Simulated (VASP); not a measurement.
A run of VASP 6.6.1 is set up as follows.

INCAR

```
ALGO = Normal ; EDIFF = 1E-6
ENCUT = 520 ; GGA = PE
ISIF = 2 ; ISMEAR = 0
LASPH = True ; LCHARG = False
LREAL = False ; LWAVE = False
NBANDS = 13 ; NELM = 80
PREC = Accurate ; SIGMA = 0.1
```

The input KPOINTS:

```
k-points
0
Gamma
  6 6 6
```

File POSCAR:

```
Pb
1.0
    3.2544424550      0.0000000000      0.0000000000
    0.0000000000      3.2544424550      0.0000000000
    0.0000000000      0.0000000000      3.2609752875
Pb
1
Direct
    0.5000000000      0.5000000000      0.5000000000
```

Potentials or basis: VASP PAW PBE potentials, release 64 (Pb_d).

Run with:

```sh
$ cat potpaw_PBE.64/Pb_d/POTCAR > POTCAR
$ mpirun -np 1 vasp_std > vasp.out
```

(1) Predict the pressure.

(2) Predict the band gap on the k mesh.

Results:

(1) -0.3 GPa.

(2) zero (bands 7 and 8 overlap by 6.53 eV).

Caveat: spin-orbit coupling is left out, which moves the levels of the heavy elements.
